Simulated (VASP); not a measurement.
# MgZn3Te4 (P-43m) in VASP: settings compared

Aim: see how the results for MgZn3Te4 move with the level of theory and the settings. Levels: PBE, r2SCAN. Tasks: single point.

All numbers are computed with VASP 6.6.1; they aren't measurements. Logs are shortened: lines on timing, memory, paths and dates and some standing lists are left out, and cuts for length are marked.

## (1) The cell of the first run

Symmetry: P-43m, No. 215, cubic system. Conventional cell: a = 6.265 Å, b = 6.265 Å, c = 6.265 Å, α = 90.00°, β = 90.00°, γ = 90.00°. Within 3.7 Å of Mg (site symmetry -43m) lie 4 Te at 2.79 Å. Zn (site symmetry -42m) has 4 Te at 2.69 Å within 3.5 Å. Te (site symmetry 3m) has 3 Zn at 2.69 Å and 1 Mg at 2.79 Å within 3.5 Å.

## (2) Single point, PBE

The input, INCAR:

```
ALGO = Normal
EDIFF = 1E-7
ENCUT = 520
GGA = PE
ISIF = 2
ISMEAR = 0
LASPH = T
LCHARG = F
LREAL = F
LWAVE = F
NBANDS = 41
NELM = 100
PREC = Accurate
SIGMA = 0.1
```

The input, KPOINTS:

```
k-points
0
Gamma
  4 4 4
```

The input, POSCAR:

```
MgZn3Te4
1.0
    6.2645666000      0.0000000000      0.0000000000
    0.0000000000      6.2645666000      0.0000000000
    0.0000000000      0.0000000000      6.2645666000
Mg Zn Te
1 3 4
Direct
    0.0000000000      0.0000000000      0.0000000000
    0.0000000000      0.5000000000      0.5000000000
    0.5000000000      0.0000000000      0.5000000000
    0.5000000000      0.5000000000      0.0000000000
    0.2567380000      0.2567380000      0.7432620000
    0.2567380000      0.7432620000      0.2567380000
    0.7432620000      0.2567380000      0.2567380000
    0.7432620000      0.7432620000      0.7432620000
```

Potentials or basis: VASP PAW PBE potentials, release 64 (Mg, Zn, Te).

Started as:

```sh
$ cat potpaw_PBE.64/Mg/POTCAR potpaw_PBE.64/Zn/POTCAR potpaw_PBE.64/Te/POTCAR > POTCAR
$ mpirun -np 1 vasp_std > vasp.out
```

OUTCAR:

```text
EDIFF = 1E-7
   ENCUT = 520
   GGA = PE
   ISIF = 2
   ISMEAR = 0
   LASPH = T
   LREAL = F
   NELM = 100
   PREC = Accurate

 ion  position               nearest neighbor table
   1  0.000  0.000  0.000-   5 2.79   6 2.79   7 2.79   8 2.79
   2  0.000  0.500  0.500-   5 2.69   6 2.69   7 2.69   8 2.69
   3  0.500  0.000  0.500-   5 2.69   6 2.69   7 2.69   8 2.69
   4  0.500  0.500  0.000-   5 2.69   6 2.69   7 2.69   8 2.69
   5  0.257  0.257  0.743-   2 2.69   3 2.69   4 2.69   1 2.79
   6  0.257  0.743  0.257-   2 2.69   3 2.69   4 2.69   1 2.79
   7  0.743  0.257  0.257-   2 2.69   3 2.69   4 2.69   1 2.79
   8  0.743  0.743  0.743-   2 2.69   3 2.69   4 2.69   1 2.79

  LATTYP: Found a simple cubic cell.
 ALAT       =     6.2645666000

  Lattice vectors:

 A1 = (   6.2645666000,   0.0000000000,   0.0000000000)
 A2 = (   0.0000000000,   6.2645666000,   0.0000000000)
 A3 = (   0.0000000000,   0.0000000000,   6.2645666000)

Analysis of symmetry for initial positions (statically):
=====================================================================
 Subroutine PRICEL returns:
 Original cell was already a primitive cell.

 Routine SETGRP: Setting up the symmetry group for a
 simple cubic supercell.

 Subroutine GETGRP returns: Found 24 space group operations
 (whereof 24 operations were pure point group operations)
 out of a pool of 48 trial point group operations.

The static configuration has the point symmetry T_d .

Analysis of symmetry for dynamics (positions and initial velocities):
=====================================================================
 Subroutine PRICEL returns:
 Original cell was already a primitive cell.

 Routine SETGRP: Setting up the symmetry group for a
 simple cubic supercell.

 Subroutine GETGRP returns: Found 24 space group operations
 (whereof 24 operations were pure point group operations)
 out of a pool of 48 trial point group operations.

The dynamic configuration has the point symmetry T_d .

 Subroutine INISYM returns: Found 24 space group operations
 (whereof 24 operations are pure point group operations),
 and found     1 'primitive' translations

----------------------------------------------------------------------------------------

                                     Primitive cell

  volume of cell :     245.8516

  direct lattice vectors                    reciprocal lattice vectors
     6.264566600  0.000000000  0.000000000     0.159627962  0.000000000  0.000000000
     0.000000000  6.264566600  0.000000000     0.000000000  0.159627962  0.000000000
     0.000000000  0.000000000  6.264566600     0.000000000  0.000000000  0.159627962

  length of vectors
     6.264566600  6.264566600  6.264566600     0.159627962  0.159627962  0.159627962

  position of ions in fractional coordinates (direct lattice)
     0.000000000  0.000000000  0.000000000
     0.000000000  0.500000000  0.500000000
     0.500000000  0.000000000  0.500000000
     0.500000000  0.500000000  0.000000000
     0.256738000  0.256738000  0.743262000
     0.256738000  0.743262000  0.256738000
     0.743262000  0.256738000  0.256738000
     0.743262000  0.743262000  0.743262000

  ion indices of the primitive-cell ions
   primitive index   ion index
                 1           1
                 2           2
                 3           3
                 4           4
                 5           5
                 6           6
                 7           7
                 8           8

----------------------------------------------------------------------------------------

 KPOINTS: k-points

Automatic generation of k-mesh.
 Grid dimensions read from file:
 generate k-points for:    4    4    4

 Generating k-lattice:

  Cartesian coordinates                     Fractional coordinates (reciprocal lattice)
     0.039906991  0.000000000  0.000000000     0.250000000  0.000000000  0.000000000
     0.000000000  0.039906991  0.000000000     0.000000000  0.250000000  0.000000000
     0.000000000  0.000000000  0.039906991     0.000000000  0.000000000  0.250000000

  Length of vectors
     0.039906991  0.039906991  0.039906991

  Shift w.r.t. Gamma in fractional coordinates (k-lattice)
     0.000000000  0.000000000  0.000000000

 Subroutine IBZKPT returns following result:
 ===========================================

 Found     10 irreducible k-points:

 Following reciprocal coordinates:
            Coordinates               Weight
  0.000000  0.000000  0.000000      1.000000
  0.250000  0.000000  0.000000      6.000000
  0.500000  0.000000  0.000000      3.000000
  0.250000  0.250000  0.000000     12.000000
  0.500000  0.250000  0.000000     12.000000
  0.500000  0.500000  0.000000      3.000000
  0.250000  0.250000  0.250000      8.000000
  0.500000  0.250000  0.250000     12.000000
  0.500000  0.500000  0.250000      6.000000
  0.500000  0.500000  0.500000      1.000000
   k-points           NKPTS =     10   k-points in BZ     NKDIM =     10   number of bands    NBANDS=     41
   number of dos      NEDOS =    301   number of ions     NIONS =      8
   total plane-waves  NPLWV = 110592
   dimension x,y,z NGX =    48 NGY =   48 NGZ =   48
   dimension x,y,z NGXF=    96 NGYF=   96 NGZF=   96
   ions per type =               1   3   4
   NGX,Y,Z   is equivalent  to a cutoff of  12.74, 12.74, 12.74 a.u.
   NGXF,Y,Z  is equivalent  to a cutoff of  25.48, 25.48, 25.48 a.u.
 SYSTEM =  unknown system
   PREC   = accura    normal or accurate (medium, high low for compatibility)
   ISTART =      0    job   : 0-new  1-cont  2-samecut
   ICHARG =      2    charge: 1-file 2-atom 10-const
   ISPIN  =      1    spin polarized calculation?
   LNONCOLLINEAR =      F non collinear calculations
   LSORBIT =      F    spin-orbit coupling
   LASPH  =      T    aspherical Exc in radial PAW
   ENCUT  =  520.0 eV  38.22 Ry    6.18 a.u.  11.65 11.65 11.65*2*pi/ulx,y,z
   NELM   =    100;   NELMIN=  2; NELMDL= -5     # of ELM steps
   EDIFF  = 0.1E-06   stopping-criterion for ELM
   LREAL  =      F    real-space projection
   EDIFFG = 0.1E-05   stopping-criterion for IOM
   NSW    =      0    number of steps for IOM
   IBRION =     -1    ionic relax: 0-MD 1-quasi-New 2-CG
   NFREE  =      0    steps in history (QN), initial steepest desc. (CG)
   ISIF   =      2    stress and relaxation
   ISYM   =      2    0-nonsym 1-usesym 2-fastsym
   POTIM  = 0.5000    time-step for ionic-motion
   TEBEG  =    0.0;   TEEND  =   0.0 temperature during run
   PSTRESS=    0.0 pullay stress
   NELECT =      62.0000    total number of electrons
   NUPDOWN=      -1.0000    fix difference up-down
   EMIN   =  10.00;   EMAX   =-10.00  energy-range for DOS
   EFERMI =   0.00;   METHOD = LEGACY
   ISMEAR =     0;   SIGMA  =   0.10  broadening in eV -4-tet -1-fermi 0-gaus
   EFERMI_NEDOS =   21; number of points for ismear=-14 and -15
   IALGO  =     38    algorithm
   IMIX   =      4    mixing-type and parameters
     AMIX     =   0.40;   BMIX     =  1.00
     AMIX_MAG =   1.60;   BMIX_MAG =  1.00
  volume/ion in A,a.u.               =      30.73       207.39
  Fermi-wavevector in a.u.,A,eV,Ry     =   1.034303  1.954549 14.555271  1.069782
  Thomas-Fermi vector in A             =   2.168591
   LORBIT       =      0    0 simple, 1 ext, 2 COOP (PROOUT), +10 PAW based schemes
   GGA     = PE    functional components
   LHFCALC =     F    Hartree Fock is set to
   AEXX    =    0.0000 exact exchange contribution
   IVDW    =     0    specifies the selected vdW correction
   LEPSILON=     F    determine dielectric tensor
   LRPA    =     F    only Hartree local field effects (RPA)
 non-spin polarized calculation
 Gauss-broadening in eV      SIGMA  =   0.10
  energy-cutoff  :      520.00
  volume of cell :      245.85
 maximum number of plane-waves:      6704
 NGX is ok and might be reduce to    48
   NGX = 23   NGY = 23   NGZ = 23

 number of electron      61.9999937 magnetization

 Free energy of the ion-electron system (eV)
  ---------------------------------------------------
  ext. energy  EPLUGINS =         0.00000000
  ---------------------------------------------------
  free energy    TOTEN  =       -21.86346572 eV

  energy without entropy =      -21.86346572  energy(sigma->0) =      -21.86346572

 E-fermi :   3.0141     XC(G=0):  -8.4985

 val. band max:        2.5291621310   @ k =   0.0000   0.0000   0.0000
 cond. band min:       3.7662517584   @ k =   0.0000   0.0000   0.0000
 fundamental gap:      1.2370896274
 Fermi energy:         3.0141299072

 k-point     1 :       0.0000    0.0000    0.0000
  band No.  band energies     occupation
      1      -8.6345      2.00000
      2      -7.6343      2.00000
      3      -7.6343      2.00000
      4      -7.6343      2.00000
      5      -4.0307      2.00000
      6      -4.0307      2.00000
[... 33 lines left out ...]
     40       7.2404      0.00000
     41       7.2404      0.00000

 k-point     2 :       0.2500    0.0000    0.0000
  band No.  band energies     occupation
      1      -8.5135      2.00000
      2      -7.8072      2.00000
      3      -7.6319      2.00000
      4      -7.6319      2.00000
      5      -4.0265      2.00000
      6      -4.0240      2.00000
[... 33 lines left out ...]
     40       7.8301      0.00000
     41       7.8301      0.00000

 k-point     3 :       0.5000    0.0000    0.0000
  band No.  band energies     occupation
      1      -8.2450      2.00000
      2      -8.1260      2.00000
      3      -7.6295      2.00000
      4      -7.6295      2.00000
      5      -4.0112      2.00000
      6      -4.0112      2.00000
[... 33 lines left out ...]
     40       8.3295      0.00000
     41       8.3295      0.00000

 k-point     4 :       0.2500    0.2500    0.0000
  band No.  band energies     occupation
      1      -8.4032      2.00000
      2      -7.7877      2.00000
      3      -7.7697      2.00000
      4      -7.6534      2.00000
      5      -4.0238      2.00000
      6      -4.0222      2.00000
[... 33 lines left out ...]
     40       7.5626      0.00000
     41       8.1733      0.00000

 k-point     5 :       0.5000    0.2500    0.0000
  band No.  band energies     occupation
      1      -8.1602      2.00000
      2      -8.0580      2.00000
      3      -7.7238      2.00000
      4      -7.7006      2.00000
      5      -4.0182      2.00000
      6      -4.0150      2.00000
[... 33 lines left out ...]
     40       8.0812      0.00000
     41       8.1540      0.00000

 k-point     6 :       0.5000    0.5000    0.0000
  band No.  band energies     occupation
      1      -7.9665      2.00000
      2      -7.9271      2.00000
      3      -7.9271      2.00000
      4      -7.8348      2.00000
      5      -4.0137      2.00000
      6      -4.0137      2.00000
[... 33 lines left out ...]
     40       8.3299      0.00000
     41       8.3320      0.00000

 k-point     7 :       0.2500    0.2500    0.2500
  band No.  band energies     occupation
      1      -8.3053      2.00000
      2      -7.7811      2.00000
      3      -7.7811      2.00000
      4      -7.7550      2.00000
      5      -4.0240      2.00000
      6      -4.0240      2.00000
[... 33 lines left out ...]
     40       7.7566      0.00000
     41       8.2965      0.00000

 k-point     8 :       0.5000    0.2500    0.2500
  band No.  band energies     occupation
      1      -8.0926      2.00000
      2      -8.0076      2.00000
      3      -7.7745      2.00000
      4      -7.7562      2.00000
      5      -4.0246      2.00000
      6      -4.0170      2.00000
[... 33 lines left out ...]
     40       8.2830      0.00000
     41       8.5297      0.00000

 k-point     9 :       0.5000    0.5000    0.2500
  band No.  band energies     occupation
      1      -7.9420      2.00000
      2      -7.9173      2.00000
      3      -7.9173      2.00000
      4      -7.8428      2.00000
      5      -4.0208      2.00000
      6      -4.0208      2.00000
[... 33 lines left out ...]
     40       7.9199      0.00000
     41       7.9517      0.00000

 k-point    10 :       0.5000    0.5000    0.5000
  band No.  band energies     occupation
      1      -7.9073      2.00000
      2      -7.9073      2.00000
      3      -7.9073      2.00000
      4      -7.8608      2.00000
      5      -4.0262      2.00000
      6      -4.0262      2.00000
[... 33 lines left out ...]
     40       7.6483      0.00000
     41       7.8753      0.00000

------------------------ aborting loop because EDIFF is reached ----------------------------------------

  FORCE on cell =-STRESS in cart. coord.  units (eV):
  Direction    XX          YY          ZZ          XY          YZ          ZX
  --------------------------------------------------------------------------------------
  -------------------------------------------------------------------------------------
  Total        0.0843789      0.0843789      0.0843789      0.0000000      0.0000000     -0.0000000
  in kB        0.5498846      0.5498846      0.5498846      0.0000000      0.0000000     -0.0000000
  external PRESSURE =       0.5498846 kB  Pullay stress =       0.0000000 kB

 VOLUME and BASIS-vectors are now :
 -----------------------------------------------------------------------------
  energy-cutoff  :      520.00
  volume of cell :      245.85
      direct lattice vectors                 reciprocal lattice vectors
     6.264566600  0.000000000  0.000000000     0.159627962  0.000000000  0.000000000
     0.000000000  6.264566600  0.000000000     0.000000000  0.159627962  0.000000000
     0.000000000  0.000000000  6.264566600     0.000000000  0.000000000  0.159627962

 POSITION                                       TOTAL-FORCE (eV/Angst)
 -----------------------------------------------------------------------------------
      0.00000      0.00000      0.00000         0.000000      0.000000      0.000000
      0.00000      3.13228      3.13228         0.000000      0.000000      0.000000
      3.13228      0.00000      3.13228         0.000000      0.000000      0.000000
      3.13228      3.13228      0.00000         0.000000      0.000000      0.000000
      1.60835      1.60835      4.65621        -0.004721     -0.004721      0.004721
      1.60835      4.65621      1.60835        -0.004721      0.004721     -0.004721
      4.65621      1.60835      1.60835         0.004721     -0.004721     -0.004721
      4.65621      4.65621      4.65621         0.004721      0.004721      0.004721
 -----------------------------------------------------------------------------------
    total drift:                                0.000000      0.000000     -0.000000

  FREE ENERGIE OF THE ION-ELECTRON SYSTEM (eV)
  ---------------------------------------------------
  free  energy   TOTEN  =       -21.8634657186 eV

  energy  without entropy=      -21.8634657186  energy(sigma->0) =      -21.86346572
```

Run time: 1.7 min. Hardware: 1 thread of AMD EPYC 9R45 (Zen 5), shared host; peak memory 0.34 GiB.

What came out:

```
Free energy            : -21.8635 eV
Pressure               : 0.1 GPa
Largest force          : 0.008 eV/Å
Band gap on the k mesh : 1.24 eV
```

Forces in eV/Å, atoms in the order of the input:
```
Mg   0.000  0.000  0.000
Zn   0.000  0.000  0.000
Zn   0.000  0.000  0.000
Zn   0.000  0.000  0.000
Te  -0.005 -0.005  0.005
Te  -0.005  0.005 -0.005
Te   0.005 -0.005 -0.005
Te   0.005  0.005  0.005
```

Caveat: spin-orbit coupling is left out, which moves the levels of the heavy elements.

## (3) Single point, PBE

The input, INCAR:

```
  ALGO = Normal
  EDIFF = 1E-7
  ENCUT = 520
  GGA = PE
  ISIF = 2
  ISMEAR = 0
  LASPH = True
  LCHARG = False
  LREAL = False
  LWAVE = False
  NBANDS = 41
  NELM = 100
  PREC = Accurate
  SIGMA = 0.02
```

The input, KPOINTS:

```
k-points
0
Gamma
  6 6 6
```

POSCAR is that of step 2.

Potentials or basis: VASP PAW PBE potentials, release 64 (Mg, Zn, Te).

Started as:

```sh
$ cat potpaw_PBE.64/Mg/POTCAR potpaw_PBE.64/Zn/POTCAR potpaw_PBE.64/Te/POTCAR > POTCAR
$ mpirun -np 1 vasp_std > vasp.out
```

Run time: 3 min. Hardware: 1 thread of AMD EPYC 9R45 (Zen 5), shared host; peak memory 0.4 GiB.

Results (log left out):

```
Free energy            : -21.8677 eV
Pressure               : 0.1 GPa
Largest force          : 0.008 eV/Å
Band gap on the k mesh : 1.24 eV
```

Forces in eV/Å, atoms in the order of the input:
```
Mg   0.000  0.000  0.000
Zn   0.000  0.000  0.000
Zn   0.000  0.000  0.000
Zn   0.000  0.000  0.000
Te  -0.004 -0.004  0.004
Te  -0.004  0.004 -0.004
Te   0.004 -0.004 -0.004
Te   0.004  0.004  0.004
```

Levels at points of the mesh, in eV from the valence-band top:
```csv
k point,band 29,band 30,band 31,band 32,band 33,band 34
"(0.00, 0.00, 0.00)",0.00,0.00,0.00,1.24,2.40,2.40
"(0.50, 0.00, 0.00)",-1.18,-0.90,-0.90,2.76,3.11,3.70
"(0.50, 0.50, 0.00)",-0.74,-0.71,-0.71,3.13,3.13,3.38
"(0.50, 0.50, 0.50)",-0.67,-0.67,-0.67,1.79,1.79,1.79
```

Caveat: spin-orbit coupling is left out, which moves the levels of the heavy elements.

## (4) Single point, r2SCAN

POSCAR is that of step 3.

The input, INCAR.step1:

```
SYSTEM = MgZn3Te4
ALGO = Normal ; EDIFF = 1E-4
ENCUT = 520 ; GGA = PE
ISMEAR = 0 ; LASPH = .True.
LCHARG = .False. ; LREAL = .False.
LWAVE = .True. ; NBANDS = 41
NELM = 100 ; PREC = Accurate
SIGMA = 0.02
```

The input, INCAR.step2:

```
SYSTEM = MgZn3Te4
ALGO = Normal ; EDIFF = 1E-7
ENCUT = 520 ; ISIF = 2
ISMEAR = 0 ; ISTART = 1
LASPH = .True. ; LCHARG = .False.
LMIXTAU = .True. ; LREAL = .False.
LWAVE = .False. ; METAGGA = R2SCAN
NBANDS = 41 ; NELM = 100
PREC = Accurate ; SIGMA = 0.02
```

The input, KPOINTS:

```
k-points
0
Gamma
  6 6 6
  0 0 0
```

Started as:

```sh
$ cat potpaw_PBE.64/Mg/POTCAR potpaw_PBE.64/Zn/POTCAR potpaw_PBE.64/Te/POTCAR > POTCAR
$ cp INCAR.step1 INCAR
$ mpirun -np 1 vasp_std > vasp.out
$ cp INCAR.step2 INCAR
$ mpirun -np 1 vasp_std > vasp.out
```

Wall time 11 min (1 thread of AMD EPYC 9R45 (Zen 5), shared host); peak memory 0.45 GiB.

Results (log left out):

- Free energy: -137.8986 eV
- Pressure: -1.3 GPa
- Largest force: 0.020 eV/Å
- Band gap on the k mesh: 1.77 eV

Forces on the atoms (eV/Å):
```
Mg   0.000  0.000  0.000
Zn   0.000  0.000  0.000
Zn   0.000  0.000  0.000
Zn   0.000  0.000  0.000
Te   0.012  0.012 -0.012
Te   0.012 -0.012  0.012
Te  -0.012  0.012  0.012
Te  -0.012 -0.012 -0.012
```

Levels at points of the mesh, in eV from the valence-band top:
```
           k point  band 29  band 30  band 31  band 32  band 33  band 34
(0.00, 0.00, 0.00)     0.00     0.00     0.00     1.77     2.73     2.73
(0.50, 0.00, 0.00)    -1.21    -0.92    -0.92     3.13     3.48     4.13
(0.50, 0.50, 0.00)    -0.76    -0.73    -0.73     3.55     3.55     3.81
(0.50, 0.50, 0.50)    -0.68    -0.68    -0.68     2.22     2.22     2.22
```

Caveat: the PAW data sets were made with another functional, which shifts forces and pressure a little; spin-orbit coupling is left out, which moves the levels of the heavy elements.

## (5) Overview

| level | k mesh | smearing | gap on the mesh (eV) | pressure (GPa) | largest force (eV/Å) |
| --- | --- | --- | --- | --- | --- |
| PBE | 4 × 4 × 4 | gaussian 0.1 eV | 1.24 | 0.1 | 0.01 |
| PBE | 6 × 6 × 6 | gaussian 0.02 eV | 1.24 | 0.1 | 0.01 |
| r2SCAN | 6 × 6 × 6 | gaussian 0.02 eV | 1.77 | -1.3 | 0.02 |

Alike in all rows: task single point; potentials or basis VASP PAW PBE potentials, release 64 (Mg, Zn, Te); no spin polarisation; cell as given; cutoff (eV) 520.

On the cell as given the gap runs from 1.24 eV (PBE) to 1.77 eV (r2SCAN); the meshes differ, which moves gaps too. The pressure there spans -1.3 GPa (r2SCAN) to 0.1 GPa (PBE); a positive pressure means that this level wants a larger cell, a negative one a smaller.

Caveats: spin-orbit coupling is left out, which moves the levels of the heavy elements; the PAW data sets were made with another functional, which shifts forces and pressure a little (at least some runs).

Total energies depend on the potentials used, so only differences within one code and one set of settings carry meaning.
